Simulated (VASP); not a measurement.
W7Au, 8 atoms in the cell. It takes space group F-43m (No. 216, cubic). The conventional cell has a = 8.810 Å, b = 8.810 Å, c = 8.810 Å, α = 90.00°, β = 90.00°, γ = 90.00°. Within 3.4 Å of W (site symmetry 2mm) lie 1 Au at 2.58 Å and 6 W at 2.59 to 3.14 Å. Within 4.1 Å of W (site symmetry -43m) lie 12 W at 3.14 Å and 4 Au at 3.81 Å. Within 3.4 Å of Au (site symmetry -43m) lie 6 W at 2.58 Å. The cell was generated, and may not be a known phase.

```yaml
Program: VASP 6.6.1
Task: single point
Functional: PBE
Potentials_or_basis: VASP PAW PBE potentials, release 64 (W_sv, Au_sv_GW)
Cutoff: 540 eV
k_mesh: 8 × 8 × 8
Occupations: gaussian, width 0.1 eV
Spin: no spin polarisation
Dipole_correction: no
Further_INCAR_settings: ALGO = Normal; EDIFF = 1e-06; NBANDS = 68
```

Potentials or basis: VASP PAW PBE potentials, release 64 (W_sv, Au_sv_GW).

Run with:

```sh
$ cat potpaw_PBE.64/W_sv/POTCAR potpaw_PBE.64/Au_sv_GW/POTCAR > POTCAR
$ mpirun -np 1 vasp_std > vasp.out
```

Hardware: 1 thread of AMD EPYC 7R13 Processor (Zen 3), with other jobs on the host.

Q: How long does it take, and how much memory?

A: It took 8.1 min on 1 thread of AMD EPYC 7R13 Processor (Zen 3), with other jobs on the host, peak memory 0.46 GiB. Counts: scf iterations 17, k points 29.
